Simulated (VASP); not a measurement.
# Ir in VASP: single point with PBE

Aim: the single point of Ir with PBE.

All numbers are computed with VASP 6.6.1; they aren't measurements. Logs are shortened: lines on timing, memory, paths and dates and some standing lists are left out, and cuts for length are marked.

### Step 1. The cell of the first run

The cell holds a slab with vacuum, 18 atoms: a = 7.741 Å, b = 4.741 Å, c = 23.924 Å, α = 90.00°, β = 90.00°, γ = 114.09°.

### Step 2. Single point, PBE

Input file INCAR:

```
PREC = Accurate
ENCUT = 400
EDIFF = 1E-6
ISMEAR = 0
SIGMA = 0.1
LREAL = False
LASPH = True
NELM = 120
ALGO = Normal
ISIF = 2
LWAVE = False
LCHARG = False
LDIPOL = True
IDIPOL = 3
DIPOL = 0.5 0.5 0.498
GGA = PE
NBANDS = 96
GGA_COMPAT = False
NELMDL = -8
```

Input file KPOINTS:

```
regular mesh
0
Gamma
  4 7 1
```

Input file POSCAR:

```
Ir
1.0
    7.7413218854      0.0000000000      0.0000000000
   -1.9353304714      4.3275304929      0.0000000000
    0.0000000000      0.0000000000     23.9240487886
Ir
18
Direct
    0.8500000000      0.4000000000      0.3552910327
    0.3500000000      0.4000000000      0.3552910327
    0.7000000000      0.8000000000      0.3914682745
    0.2000000000      0.8000000000      0.3914682745
    0.5500000000      0.2000000000      0.4276455163
    0.0500000000      0.2000000000      0.4276455163
    0.4000000000      0.6000000000      0.4638227582
    0.9000000000      0.6000000000      0.4638227582
    0.2498181877     -0.0005433618      0.4980729297
    0.7498181877     -0.0005433618      0.4980729297
    0.0984469851      0.3940350456      0.5344240429
    0.5984469851      0.3940350456      0.5344240429
    0.9508730528      0.8038006821      0.5722987091
    0.4508730528      0.8038006821      0.5722987091
    0.7996362006      0.1981798339      0.6056721017
    0.2996362006      0.1981798339      0.6056721017
    0.6496999553      0.5984445320      0.6361377387
    0.1496999553      0.5984445320      0.6361377387
```

Potentials or basis: VASP PAW PBE potentials, release 64 (Ir).

The run is started by

```console
cat potpaw_PBE.64/Ir/POTCAR > POTCAR
mpirun -np 1 vasp_std > vasp.out
```

OUTCAR:

```text
PREC = Accurate
   ENCUT = 400
   EDIFF = 1E-6
   ISMEAR = 0
   LREAL = False
   LASPH = True
   NELM = 120
   ISIF = 2
   GGA = PE
   NELMDL = -8

 ion  position               nearest neighbor table
   1  0.850  0.400  0.355-   5 2.74   6 2.74   4 2.74   3 2.74   3 2.74   8 2.74
   2  0.350  0.400  0.355-   6 2.74   5 2.74   3 2.74   4 2.74   4 2.74   7 2.74
   3  0.700  0.800  0.391-  10 2.69   6 2.74   2 2.74   5 2.74   1 2.74   1 2.74   5 2.74   7 2.74
                             8 2.74
   4  0.200  0.800  0.391-   9 2.69   5 2.74   1 2.74   6 2.74   2 2.74   2 2.74   6 2.74   8 2.74
                             7 2.74
   5  0.550  0.200  0.428-  12 2.69  10 2.71   9 2.71   1 2.74   2 2.74   4 2.74   3 2.74   3 2.74
                             8 2.74   7 2.74   7 2.74
   6  0.050  0.200  0.428-  11 2.69   9 2.71  10 2.71   2 2.74   1 2.74   3 2.74   4 2.74   4 2.74
                             7 2.74   8 2.74   8 2.74
   7  0.400  0.600  0.464-  12 2.72  11 2.72  10 2.72   9 2.72   9 2.72   2 2.74   6 2.74   5 2.74
                             5 2.74   3 2.74   4 2.74  14 2.74
   8  0.900  0.600  0.464-  11 2.72  12 2.72   9 2.72  10 2.72  10 2.72   1 2.74   5 2.74   6 2.74
                             6 2.74   4 2.74   3 2.74  13 2.74
   9  0.250  0.999  0.498-   4 2.69   6 2.71   5 2.71  16 2.71   8 2.72   7 2.72  12 2.72  11 2.72
                             7 2.72  14 2.76  13 2.76  11 2.76
  10  0.750  0.999  0.498-   3 2.69   5 2.71   6 2.71  15 2.71   7 2.72   8 2.72  11 2.72  12 2.72
                             8 2.72  13 2.76  14 2.76  12 2.76
  11  0.098  0.394  0.534-  18 2.59   6 2.69  13 2.71  15 2.71  16 2.72   8 2.72   7 2.72  10 2.72
                             9 2.72   9 2.76  14 2.78  13 2.78
  12  0.598  0.394  0.534-  17 2.59   5 2.69  14 2.71  16 2.71  15 2.72   7 2.72   8 2.72   9 2.72
                            10 2.72  10 2.76  13 2.78  14 2.78
  13  0.951  0.804  0.572-  17 2.62  18 2.62  15 2.70  16 2.70  11 2.71  15 2.74   8 2.74  10 2.76
                             9 2.76  12 2.78  11 2.78
  14  0.451  0.804  0.572-  18 2.62  17 2.62  16 2.70  15 2.70  12 2.71  16 2.74   7 2.74   9 2.76
                            10 2.76  11 2.78  12 2.78
  15  0.800  0.198  0.606-  17 2.70  18 2.70  17 2.70  13 2.70  14 2.70  11 2.71  10 2.71  12 2.72
                            13 2.74
  16  0.300  0.198  0.606-  18 2.70  17 2.70  18 2.70  14 2.70  13 2.70  12 2.71   9 2.71  11 2.72
                            14 2.74
  17  0.650  0.598  0.636-  12 2.59  13 2.62  14 2.62  15 2.70  16 2.70  15 2.70
  18  0.150  0.598  0.636-  11 2.59  14 2.62  13 2.62  16 2.70  15 2.70  16 2.70

  Warning from LATTYP: Monoclinic adjustment (A1->A3, A2->A1, A3->A2)!
  Warning from LATTYP: Got some problem with cell dimensions!
  Tried to take original basis but could not verify dimensions!
  LATTYP: Found a simple monoclinic cell.
 ALAT       =     4.7405721385
 B/A-ratio  =     5.0466585234
 C/A-ratio  =     1.5275252316
 COS(beta)  =    -0.2182178902

  Lattice vectors:

 A1 = (  -1.9353304714,   4.3275304929,   0.0000000000)
 A2 = (   0.0000000000,   0.0000000000, -23.9240487886)
 A3 = (  -5.8059914140,  -4.3275304929,   0.0000000000)

Analysis of symmetry for initial positions (statically):
=====================================================================
 Subroutine PRICEL returns following result:

  LATTYP: Found a base centered orthorhombic cell.
 ALAT       =     3.8706609427
 B/A-ratio  =     2.2360679775
 C/A-ratio  =     6.1808691443

  Lattice vectors:

 A1 = (   1.9353304714,  -4.3275304929,   0.0000000000)
 A2 = (   1.9353304713,   4.3275304929,   0.0000000000)
 A3 = (   0.0000000000,   0.0000000000,  23.9240487886)

   2 primitive cells build up your supercell.

 Routine SETGRP: Setting up the symmetry group for a
 simple monoclinic supercell.

 Subroutine GETGRP returns: Found  1 space group operations
 (whereof  1 operations were pure point group operations)
 out of a pool of  4 trial point group operations.

The static configuration has the point symmetry C_1 .

Analysis of symmetry for dynamics (positions and initial velocities):
=====================================================================
 Subroutine PRICEL returns following result:

  LATTYP: Found a base centered orthorhombic cell.
 ALAT       =     3.8706609427
 B/A-ratio  =     2.2360679775
 C/A-ratio  =     6.1808691443

  Lattice vectors:

 A1 = (   1.9353304714,  -4.3275304929,   0.0000000000)
 A2 = (   1.9353304713,   4.3275304929,   0.0000000000)
 A3 = (   0.0000000000,   0.0000000000,  23.9240487886)

   2 primitive cells build up your supercell.

 Routine SETGRP: Setting up the symmetry group for a
 simple monoclinic supercell.

 Subroutine GETGRP returns: Found  1 space group operations
 (whereof  1 operations were pure point group operations)
 out of a pool of  4 trial point group operations.

The dynamic configuration has the point symmetry C_1 .

 Subroutine INISYM returns: Found  1 space group operations
 (whereof  1 operations are pure point group operations),
 and found     2 'primitive' translations

[... 32 lines left out ...]
                 6          11
                 7          13
                 8          15
                 9          17

----------------------------------------------------------------------------------------

 KPOINTS: regular mesh

Automatic generation of k-mesh.
 Grid dimensions read from file:
 generate k-points for:    4    7    1

 Generating k-lattice:

  Cartesian coordinates                     Fractional coordinates (reciprocal lattice)
     0.032294226  0.014442417  0.000000000     0.250000000  0.000000000  0.000000000
     0.000000000  0.033011239  0.000000000     0.000000000  0.142857143  0.000000000
     0.000000000  0.000000000  0.041798945     0.000000000  0.000000000  1.000000000

  Length of vectors
     0.035376552  0.033011239  0.041798945

  Shift w.r.t. Gamma in fractional coordinates (k-lattice)
     0.000000000  0.000000000  0.000000000

 Subroutine IBZKPT returns following result:
 ===========================================

 Found     15 irreducible k-points:

 Following reciprocal coordinates:
            Coordinates               Weight
  0.000000  0.000000  0.000000      1.000000
  0.250000 -0.000000  0.000000      2.000000
  0.500000 -0.000000  0.000000      1.000000
  0.000000  0.142857  0.000000      2.000000
  0.250000  0.142857  0.000000      2.000000
  0.500000  0.142857  0.000000      2.000000
 -0.250000  0.142857  0.000000      2.000000
  0.000000  0.285714  0.000000      2.000000
  0.250000  0.285714  0.000000      2.000000
  0.500000  0.285714  0.000000      2.000000
 -0.250000  0.285714  0.000000      2.000000
  0.000000  0.428571  0.000000      2.000000
  0.250000  0.428571  0.000000      2.000000
  0.500000  0.428571  0.000000      2.000000
 -0.250000  0.428571  0.000000      2.000000
   k-points           NKPTS =     15   k-points in BZ     NKDIM =     15   number of bands    NBANDS=     96
   number of dos      NEDOS =    301   number of ions     NIONS =     18
   total plane-waves  NPLWV = 256000
   dimension x,y,z NGX =    50 NGY =   32 NGZ =  160
   dimension x,y,z NGXF=   100 NGYF=   64 NGZF=  320
   ions per type =              18
   NGX,Y,Z   is equivalent  to a cutoff of  10.74, 11.22, 11.12 a.u.
   NGXF,Y,Z  is equivalent  to a cutoff of  21.48, 22.44, 22.24 a.u.
 SYSTEM =  unknown system
   PREC   = accura    normal or accurate (medium, high low for compatibility)
   ISTART =      0    job   : 0-new  1-cont  2-samecut
   ICHARG =      2    charge: 1-file 2-atom 10-const
   ISPIN  =      1    spin polarized calculation?
   LNONCOLLINEAR =      F non collinear calculations
   LSORBIT =      F    spin-orbit coupling
   LASPH  =      T    aspherical Exc in radial PAW
   ENCUT  =  400.0 eV  29.40 Ry    5.42 a.u.  12.62  7.73 39.01*2*pi/ulx,y,z
   NELM   =    120;   NELMIN=  2; NELMDL= -8     # of ELM steps
   EDIFF  = 0.1E-05   stopping-criterion for ELM
   LREAL  =      F    real-space projection
   EDIFFG = 0.1E-04   stopping-criterion for IOM
   NSW    =      0    number of steps for IOM
   IBRION =     -1    ionic relax: 0-MD 1-quasi-New 2-CG
   NFREE  =      0    steps in history (QN), initial steepest desc. (CG)
   ISIF   =      2    stress and relaxation
   ISYM   =      2    0-nonsym 1-usesym 2-fastsym
   POTIM  = 0.5000    time-step for ionic-motion
   TEBEG  =    0.0;   TEEND  =   0.0 temperature during run
   PSTRESS=    0.0 pullay stress
   NELECT =     162.0000    total number of electrons
   NUPDOWN=      -1.0000    fix difference up-down
   EMIN   =  10.00;   EMAX   =-10.00  energy-range for DOS
   EFERMI =   0.00;   METHOD = LEGACY
   ISMEAR =     0;   SIGMA  =   0.10  broadening in eV -4-tet -1-fermi 0-gaus
   EFERMI_NEDOS =   21; number of points for ismear=-14 and -15
   IALGO  =     38    algorithm
   IMIX   =      4    mixing-type and parameters
     AMIX     =   0.40;   BMIX     =  1.00
     AMIX_MAG =   1.60;   BMIX_MAG =  1.00
  volume/ion in A,a.u.               =      44.53       300.48
  Fermi-wavevector in a.u.,A,eV,Ry     =   0.960764  1.815580 12.559084  0.923067
  Thomas-Fermi vector in A             =   2.090076
   LORBIT       =      0    0 simple, 1 ext, 2 COOP (PROOUT), +10 PAW based schemes
   GGA     = PE    functional components
   LHFCALC =     F    Hartree Fock is set to
   AEXX    =    0.0000 exact exchange contribution
   IVDW    =     0    specifies the selected vdW correction
   LEPSILON=     F    determine dielectric tensor
   LRPA    =     F    only Hartree local field effects (RPA)
 non-spin polarized calculation
 Gauss-broadening in eV      SIGMA  =   0.10
  energy-cutoff  :      400.00
  volume of cell :      801.47
 maximum number of plane-waves:     14584
   NGX = 25   NGY = 15   NGZ = 79

 dipolmoment           0.000000      0.000000     -0.004159 electrons x Angstroem

 number of electron     162.0000013 magnetization

 dipolmoment           0.000000      0.000000      0.008528 electrons x Angstroem

 Free energy of the ion-electron system (eV)
  ---------------------------------------------------
  ext. energy  EPLUGINS =         0.00000000
  ---------------------------------------------------
  free energy    TOTEN  =      -146.19840810 eV

  energy without entropy =     -146.07820338  energy(sigma->0) =     -146.13830574

 E-fermi :  -0.1701     XC(G=0):  -5.4220

 val. band max:       -0.1759334009   @ k =   0.0000   0.1429   0.0000
 cond. band min:      -0.1551058111   @ k =   0.2500   0.2857   0.0000
 fundamental gap:      0.0208275898
 Fermi energy:        -0.1700532261

 k-point     1 :       0.0000    0.0000    0.0000
  band No.  band energies     occupation
      1     -10.2864      2.00000
      2      -8.3283      2.00000
      3      -7.7281      2.00000
      4      -7.3994      2.00000
      5      -7.2974      2.00000
      6      -7.2257      2.00000
[... 1429 lines left out ...]
     92       0.6102      0.00000
     93       0.6490      0.00000
 [bands above 93 left out]

------------------------ aborting loop because EDIFF is reached ----------------------------------------

 vacuum level on the upper side and lower side of the slab       (xc-potential included)        -0.162        -0.206

  FORCE on cell =-STRESS in cart. coord.  units (eV):
  Direction    XX          YY          ZZ          XY          YZ          ZX
  --------------------------------------------------------------------------------------
  -------------------------------------------------------------------------------------
  Total      -13.9732537    -19.1685391     -6.5285438      0.1168200      0.3038115      0.0348620
  in kB      -27.9330388    -38.3186020    -13.0507948      0.2335275      0.6073302      0.0696903
  external PRESSURE =     -26.4341452 kB  Pullay stress =       0.0000000 kB

 VOLUME and BASIS-vectors are now :
 -----------------------------------------------------------------------------
  energy-cutoff  :      400.00
  volume of cell :      801.47
      direct lattice vectors                 reciprocal lattice vectors
     7.741321885  0.000000000  0.000000000     0.129176905  0.057769668  0.000000000
    -1.935330471  4.327530493  0.000000000     0.000000000  0.231078672  0.000000000
     0.000000000  0.000000000 23.924048789     0.000000000  0.000000000  0.041798945

 POSITION                                       TOTAL-FORCE (eV/Angst)
 -----------------------------------------------------------------------------------
      5.80599      1.73101      8.50000        -0.002596      0.139437      1.936915
      1.93533      1.73101      8.50000        -0.002596      0.139437      1.936915
      3.87066      3.46202      9.36551        -0.007893     -0.167672     -0.203532
     -0.00000      3.46202      9.36551        -0.007893     -0.167672     -0.203532
      3.87066      0.86551     10.23101         0.004653     -0.128532     -1.206515
     -0.00000      0.86551     10.23101         0.004653     -0.128532     -1.206515
[... 10 lines left out ...]
      3.87135      2.58979     15.21899         0.002225      0.009091      0.051759
      0.00069      2.58979     15.21899         0.002225      0.009091      0.051759
 -----------------------------------------------------------------------------------
    total drift:                                0.000185      0.000089     -0.000029

  FREE ENERGIE OF THE ION-ELECTRON SYSTEM (eV)
  ---------------------------------------------------
  free  energy   TOTEN  =      -146.1984081000 eV

  energy  without entropy=     -146.0782033792  energy(sigma->0) =     -146.13830574

 vacuum level on the upper side and lower side of the slab         4.688         4.643
```

Run time: 44 min. Hardware: 1 thread of Intel Xeon Platinum 8559C (Emerald Rapids), shared host; peak memory 0.82 GiB.

Results:

```yaml
Free_energy: -146.1984 eV
Largest_force: 1.942 eV/Å
Band_gap_on_the_k_mesh: zero (bands 81 and 82 overlap by 0.42 eV)
```

Forces on the atoms (eV/Å):
```
Ir  -0.003  0.139  1.937
Ir  -0.003  0.139  1.937
Ir  -0.008 -0.168 -0.204
Ir  -0.008 -0.168 -0.204
Ir   0.005 -0.129 -1.207
Ir   0.005 -0.129 -1.207
Ir   0.006  0.127 -0.618
Ir   0.006  0.127 -0.618
Ir   0.001 -0.018 -0.024
Ir   0.001 -0.018 -0.024
Ir   0.000  0.015  0.001
Ir   0.000  0.015  0.001
Ir   0.000  0.019  0.034
Ir   0.000  0.019  0.034
Ir  -0.002  0.004  0.027
Ir  -0.002  0.004  0.027
Ir   0.002  0.009  0.052
Ir   0.002  0.009  0.052
```

Caveat: spin-orbit coupling is left out, which moves the levels of the heavy elements.
